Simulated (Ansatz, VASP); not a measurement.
# Two plane-wave programs on Sb

```
CELL_PARAMETERS angstrom
-4.27213 4.27213 2.02565
4.27213 -4.27213 2.02565
4.27213 4.27213 -2.02565
ATOMIC_POSITIONS crystal
Sb 0.34611 0.15389 0.50000
Sb 0.84611 0.34611 0.19221
Sb 0.65389 0.84611 0.50000
Sb 0.15389 0.65389 0.80779
```

Alike in both runs: task single point; functional PBEsol; k mesh 12 × 12 × 12; occupations gaussian, width 0.1 eV; no spin polarisation.

|  | VASP | Ansatz |
| --- | --- | --- |
| version | VASP 6.6.1 | Ansatz 0.2.0 |
| potentials or method | VASP PAW PBE potentials, release 64 (Sb), cutoff 520 eV | scalar-relativistic, plane waves, PAW |
| valence electrons in the cell | 20 | 60 |

Ansatz gave:

| Quantity | Value |
| --- | --- |
| gap on the k mesh at the Fermi level (eV) | none |
| pressure (GPa) | -4.6 |
| traceless stress, the component that is largest in VASP (GPa) | 0.27 |
| rms of the force components (eV/Å) | 0.134 |

**Question.** Which values does VASP return?

**Answer.** gap on the k mesh at the Fermi level (eV): none; pressure (GPa): -4.6; traceless stress, the component that is largest in VASP (GPa): 0.28; rms of the force components (eV/Å): 0.140.

VASP's potentials were made for PBE, not for PBEsol. Atom by atom the forces differ by 0.006 eV/Å (rms over components). A gap of «none» marks a metal or a gap that the smearing closes. VASP's potentials hold 20 valence electrons a cell and Ansatz's 60, so a difference there can come from the potentials and not from the codes.

Spin-orbit coupling is off throughout.
